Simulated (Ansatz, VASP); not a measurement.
## Two plane-wave programs on NiO

```
Ni O
1.0
     0.00000    2.26852    2.26852
     2.26852    0.00000    2.26852
     2.26852    2.26852    0.00000
Ni O
1 1
Cartesian
  0.0000 0.0000 0.0000
  1.1343 1.1343 1.1343
```

Alike in both runs: task single point; functional PBE; k mesh 10 × 10 × 10; occupations gaussian, width 0.05 eV; collinear spin; Hubbard terms Ni d U = 6.2 eV.

|  | VASP | Ansatz |
| --- | --- | --- |
| version | VASP 6.6.1 | Ansatz 0.2.0 |
| potentials or method | VASP PAW PBE potentials, release 64 (Ni_sv_GW, O), cutoff 700 eV | scalar-relativistic, plane waves, PAW |
| valence electrons in the cell | 24 | 24 |

```csv
,VASP,Ansatz,Ansatz less VASP
pressure (GPa),-3.3,10.8,+14.11
net moment per atom (μB),1.00,1.00,-0.001
size of the moment on the site where the two differ most (μB),0.27,0.13,-0.143
```

Site moments also hang on the region over which each program counts them. The programs project onto different local orbitals, so the same U acts differently, and such runs can settle in different states. Ansatz's warnings: stability check not made.
